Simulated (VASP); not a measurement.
# CaCu4Bi (P-6m2) in VASP: notebook

The runs below take CaCu4Bi through single point, relaxation of cell and atoms, with PBE.

Everything below comes from runs of VASP 6.6.1. Logs are shortened: lines on timing, memory, paths and dates and some standing lists are left out, and cuts for length are marked.

## (1) The cell of the first run

It takes space group P-6m2 (No. 187, hexagonal). Conventional cell: a = 5.471 Å, b = 5.471 Å, c = 4.394 Å, α = 90.00°, β = 90.00°, γ = 120.00°. Within 4.2 Å of Ca (site symmetry -6m2) lie 15 Cu at 3.16 to 3.51 Å and 3 Bi at 3.16 Å. Within 3.6 Å of Cu (site symmetry -6m2) lie 6 Cu at 2.71 Å and 3 Ca at 3.16 Å and 3 Bi at 3.16 Å. Cu (site symmetry mm2) has 2 Bi at 2.70 Å and 6 Cu at 2.71 to 2.76 Å and 4 Ca at 3.51 Å within 3.6 Å. Within 3.6 Å of Bi (site symmetry -6m2) lie 9 Cu at 2.70 to 3.16 Å and 3 Ca at 3.16 Å.

The cell was generated, and may not be a known phase.

## (2) Single point, PBE

INCAR

```
PREC     = Accurate       # precision mode
ENCUT    = 520            # plane-wave cutoff, eV
EDIFF    = 1E-7           # SCF threshold, eV
ISMEAR   = 0              # smearing method
SIGMA    = 0.1            # smearing width, eV
LREAL    = F              # projectors in reciprocal space
LASPH    = T              # aspherical terms in the spheres
NELM     = 100            # most SCF steps
ALGO     = Fast           # electronic algorithm
ISIF     = 2              # what is computed and relaxed
LWAVE    = F              # write WAVECAR
LCHARG   = T              # write CHGCAR
GGA      = PE             # functional
LELF     = T              # ELF
LVHAR    = T            
NBANDS   = 44             # bands
```

KPOINTS

```
Automatic mesh
0
Gamma
  6 6 4
```

POSCAR

```
CaCu4Bi
1.0
    5.4710648200      0.0000000000      0.0000000000
   -2.7355324100      4.7380811200      0.0000000000
    0.0000000000      0.0000000000      4.3937646300
Ca Cu Bi
1 4 1
Direct
    0.0000000000      0.0000000000      0.0000000000
    0.6666666700      0.3333333300      0.0000000000
    0.0030570000      0.5015285000      0.5000000000
    0.4984715000      0.5015285000      0.5000000000
    0.4984715000      0.9969430000      0.5000000000
    0.3333333300      0.6666666700      0.0000000000
```

Potentials or basis: VASP PAW PBE potentials, release 64 (Ca_sv, Cu, Bi_d).

Run with:

```bash
cat potpaw_PBE.64/Ca_sv/POTCAR potpaw_PBE.64/Cu/POTCAR potpaw_PBE.64/Bi_d/POTCAR > POTCAR
mpirun -np 1 vasp_std > vasp.out
```

OUTCAR:

```text
PREC = Accurate
   ENCUT = 520
   EDIFF = 1E-7
   ISMEAR = 0
   LREAL = F
   LASPH = T
   NELM = 100
   ISIF = 2
   GGA = PE

 ion  position               nearest neighbor table
   1  0.000  0.000  0.000-   6 3.16   6 3.16   6 3.16
   2  0.667  0.333  0.000-   3 2.71   3 2.71   5 2.71   5 2.71   4 2.71   4 2.71   6 3.16   6 3.16
                             6 3.16
   3  0.003  0.502  0.500-   6 2.70   6 2.70   4 2.71   5 2.71   2 2.71   2 2.71   4 2.76   5 2.76

   4  0.498  0.502  0.500-   6 2.70   6 2.70   3 2.71   5 2.71   2 2.71   2 2.71   3 2.76   5 2.76

   5  0.498  0.997  0.500-   6 2.70   6 2.70   3 2.71   4 2.71   2 2.71   2 2.71   3 2.76   4 2.76

   6  0.333  0.667  0.000-   3 2.70   3 2.70   5 2.70   5 2.70   4 2.70   4 2.70   1 3.16   2 3.16
                             2 3.16   1 3.16   1 3.16   2 3.16

  LATTYP: Found a hexagonal cell.
 ALAT       =     5.4710648200
 C/A-ratio  =     0.8030913130

  Lattice vectors:

 A1 = (   5.4710648200,   0.0000000000,   0.0000000000)
 A2 = (  -2.7355324100,   4.7380811200,   0.0000000000)
 A3 = (   0.0000000000,   0.0000000000,   4.3937646300)

Analysis of symmetry for initial positions (statically):
=====================================================================
 Subroutine PRICEL returns:
 Original cell was already a primitive cell.

 Routine SETGRP: Setting up the symmetry group for a
 hexagonal supercell.

 Subroutine GETGRP returns: Found 12 space group operations
 (whereof 12 operations were pure point group operations)
 out of a pool of 24 trial point group operations.

The static configuration has the point symmetry D_3h.

Analysis of symmetry for dynamics (positions and initial velocities):
=====================================================================
 Subroutine PRICEL returns:
 Original cell was already a primitive cell.

 Routine SETGRP: Setting up the symmetry group for a
 hexagonal supercell.

 Subroutine GETGRP returns: Found 12 space group operations
 (whereof 12 operations were pure point group operations)
 out of a pool of 24 trial point group operations.

The dynamic configuration has the point symmetry D_3h.

 Subroutine INISYM returns: Found 12 space group operations
 (whereof 12 operations are pure point group operations),
 and found     1 'primitive' translations

----------------------------------------------------------------------------------------
[... 99 lines left out ...]
   EDIFFG = 0.1E-05   stopping-criterion for IOM
   NSW    =      0    number of steps for IOM
   IBRION =     -1    ionic relax: 0-MD 1-quasi-New 2-CG
   NFREE  =      0    steps in history (QN), initial steepest desc. (CG)
   ISIF   =      2    stress and relaxation
   ISYM   =      2    0-nonsym 1-usesym 2-fastsym
   POTIM  = 0.5000    time-step for ionic-motion
   TEBEG  =    0.0;   TEEND  =   0.0 temperature during run
   PSTRESS=    0.0 pullay stress
   NELECT =      69.0000    total number of electrons
   NUPDOWN=      -1.0000    fix difference up-down
   EMIN   =  10.00;   EMAX   =-10.00  energy-range for DOS
   EFERMI =   0.00;   METHOD = LEGACY
   ISMEAR =     0;   SIGMA  =   0.10  broadening in eV -4-tet -1-fermi 0-gaus
   EFERMI_NEDOS =   21; number of points for ismear=-14 and -15
   IALGO  =     68    algorithm
   IMIX   =      4    mixing-type and parameters
     AMIX     =   0.40;   BMIX     =  1.00
     AMIX_MAG =   1.60;   BMIX_MAG =  1.00
  volume/ion in A,a.u.               =      18.98       128.10
  Fermi-wavevector in a.u.,A,eV,Ry     =   1.385227  2.617699 26.107575  1.918853
  Thomas-Fermi vector in A             =   2.509657
   LORBIT       =      0    0 simple, 1 ext, 2 COOP (PROOUT), +10 PAW based schemes
   GGA     = PE    functional components
   LHFCALC =     F    Hartree Fock is set to
   AEXX    =    0.0000 exact exchange contribution
   IVDW    =     0    specifies the selected vdW correction
   LEPSILON=     F    determine dielectric tensor
   LRPA    =     F    only Hartree local field effects (RPA)
 non-spin polarized calculation
 RMM-DIIS sequential band-by-band and
 Gauss-broadening in eV      SIGMA  =   0.10
  energy-cutoff  :      520.00
  volume of cell :      113.90
 maximum number of plane-waves:      3096
 NGX is ok and might be reduce to    42
   NGX = 21   NGY = 21   NGZ = 17

 number of electron      68.9999970 magnetization

 Free energy of the ion-electron system (eV)
  ---------------------------------------------------
  ext. energy  EPLUGINS =         0.00000000
  ---------------------------------------------------
  free energy    TOTEN  =       -20.63188543 eV

  energy without entropy =      -20.62624130  energy(sigma->0) =      -20.62906336

 E-fermi :   6.0916     XC(G=0): -10.6970

 val. band max:        6.0353246786   @ k =   0.3333   0.3333   0.0000
 cond. band min:       6.1528200402   @ k =   0.3333   0.3333   0.0000
 fundamental gap:      0.1174953617
 Fermi energy:         6.0915926626

 k-point     1 :       0.0000    0.0000    0.0000
  band No.  band energies     occupation
      1     -35.3654      2.00000
      2     -16.8332      2.00000
      3     -16.8332      2.00000
      4     -16.7721      2.00000
      5     -16.7558      2.00000
      6     -16.7558      2.00000
[... 976 lines left out ...]
     43      11.3473      0.00000
     44      11.8183      0.00000

------------------------ aborting loop because EDIFF is reached ----------------------------------------

  FORCE on cell =-STRESS in cart. coord.  units (eV):
  Direction    XX          YY          ZZ          XY          YZ          ZX
  --------------------------------------------------------------------------------------
  -------------------------------------------------------------------------------------
  Total       -1.1744865     -1.1744865     -0.0287995      0.0000000     -0.0000000      0.0000000
  in kB      -16.5214234    -16.5214234     -0.4051201      0.0000000     -0.0000000      0.0000000
  external PRESSURE =     -11.1493223 kB  Pullay stress =       0.0000000 kB

 VOLUME and BASIS-vectors are now :
 -----------------------------------------------------------------------------
  energy-cutoff  :      520.00
  volume of cell :      113.90
      direct lattice vectors                 reciprocal lattice vectors
     5.471064820  0.000000000  0.000000000     0.182779776  0.105527953  0.000000000
    -2.735532410  4.738081120  0.000000000     0.000000000  0.211055905  0.000000000
     0.000000000  0.000000000  4.393764630     0.000000000  0.000000000  0.227595259

 POSITION                                       TOTAL-FORCE (eV/Angst)
 -----------------------------------------------------------------------------------
      0.00000      0.00000      0.00000        -0.000000      0.000000     -0.000000
      2.73553      1.57936      0.00000        -0.000000      0.000000     -0.000000
     -1.35522      2.37628      2.19688        -1.023986     -0.591198      0.000000
      1.35522      2.37628      2.19688         1.023986     -0.591198      0.000000
      0.00000      4.72360      2.19688        -0.000000      1.182397     -0.000000
     -0.00000      3.15872      0.00000        -0.000000      0.000000     -0.000000
 -----------------------------------------------------------------------------------
    total drift:                                0.000020     -0.000011     -0.000000

  FREE ENERGIE OF THE ION-ELECTRON SYSTEM (eV)
  ---------------------------------------------------
  free  energy   TOTEN  =       -20.6318854252 eV

  energy  without entropy=      -20.6262413022  energy(sigma->0) =      -20.62906336
```

Run time: 11 min. Hardware: 1 thread of Oxide Virtual Turin-like, shared host; peak memory 0.26 GiB.

Results:

```
Free energy            : -20.6319 eV
Pressure               : -1.1 GPa
Largest force          : 1.182 eV/Å
Band gap on the k mesh : zero (an odd number of electrons rules out a gap without spin polarisation)
```

Forces in eV/Å, atoms in the order of the input:
```
Ca   0.000  0.000  0.000
Cu   0.000  0.000  0.000
Cu  -1.024 -0.591  0.000
Cu   1.024 -0.591  0.000
Cu   0.000  1.182  0.000
Bi   0.000  0.000  0.000
```

Stress tensor (GPa, compression positive):
```
-1.65  0.00  0.00
 0.00 -1.65  0.00
 0.00  0.00 -0.04
```

Caveat: spin-orbit coupling is left out, which moves the levels of the heavy elements; forces of over 1 eV/Å act on the atoms, so gaps and moduli don't describe the material at rest.

## (3) Single point, PBE

This run uses another cell than the first one, of 18.63 Å³/atom.

INCAR

```
SYSTEM = CaCu4Bi
  PREC = Accurate
  ENCUT = 520
  EDIFF = 1E-6
  ISMEAR = 0
  SIGMA = 0.1
  LREAL = .FALSE.
  LASPH = .TRUE.
  NELM = 80
  ALGO = Normal
  ISIF = 2
  LWAVE = .FALSE.
  LCHARG = .FALSE.
  GGA = PE
  NBANDS = 44
```

KPOINTS

```
Automatic mesh
0
G
  6 6 4
  0 0 0
```

POSCAR

```
CaCu4Bi
1.0
    5.5013586162      0.0000000000      0.0000000000
   -2.7506793081      4.7643163169      0.0000000000
    0.0000000000      0.0000000000      4.2644377675
Ca Cu Bi
1 4 1
Direct
    0.0000000000      0.0000000000      0.0000000000
    0.6666666667      0.3333333333      0.0000000000
   -0.0319304016      0.4840347992      0.5000000000
    0.5159652008      0.4840347992      0.5000000000
    0.5159652008      1.0319304016      0.5000000000
    0.3333333333      0.6666666667      0.0000000000
```

Potentials or basis: VASP PAW PBE potentials, release 64 (Ca_sv, Cu, Bi_d).

Run with:

```bash
cat potpaw_PBE.64/Ca_sv/POTCAR potpaw_PBE.64/Cu/POTCAR potpaw_PBE.64/Bi_d/POTCAR > POTCAR
mpirun -np 1 vasp_std > vasp.out
```

Wall time 2.7 min (1 thread of Oxide Virtual Turin-like, shared host); peak memory 0.24 GiB.

Results (log left out):

```
Free energy            : -20.9519 eV
Pressure               : 0.2 GPa
Largest force          : 0.004 eV/Å
Band gap on the k mesh : zero (an odd number of electrons rules out a gap without spin polarisation)
```

Forces in eV/Å, atoms in the order of the input:
```
Ca   0.000  0.000  0.000
Cu   0.000  0.000  0.000
Cu  -0.004 -0.002  0.000
Cu   0.004 -0.002  0.000
Cu   0.000  0.004  0.000
Bi   0.000  0.000  0.000
```

Stress tensor (GPa, compression positive):
```
0.17 0.00 0.00
0.00 0.17 0.00
0.00 0.00 0.37
```

Levels at points of the mesh, in eV from the Fermi level:
```tsv
k point	band 31	band 32	band 33	band 34	band 35	band 36	band 37	band 38
(0.00, 0.00, 0.00)	-1.95	-1.52	-1.32	-1.32	0.16	0.16	0.54	3.35
(0.50, 0.00, 0.00)	-2.22	-1.92	-1.51	-0.06	0.80	1.49	1.52	2.22
(0.00, 0.00, 0.50)	-1.95	-1.75	-1.64	-1.64	-0.46	0.49	0.49	2.34
(0.50, 0.00, 0.50)	-2.08	-2.05	-1.97	-1.37	0.21	0.27	0.71	2.31
```

Caveat: the k points lie up to 0.37 Å⁻¹ apart, too coarse for converged energies and pressures of a metal; spin-orbit coupling is left out, which moves the levels of the heavy elements.

[end of part 1 of 2]

The gap in the log of VASP goes by the Fermi energy; the results here count the filled bands.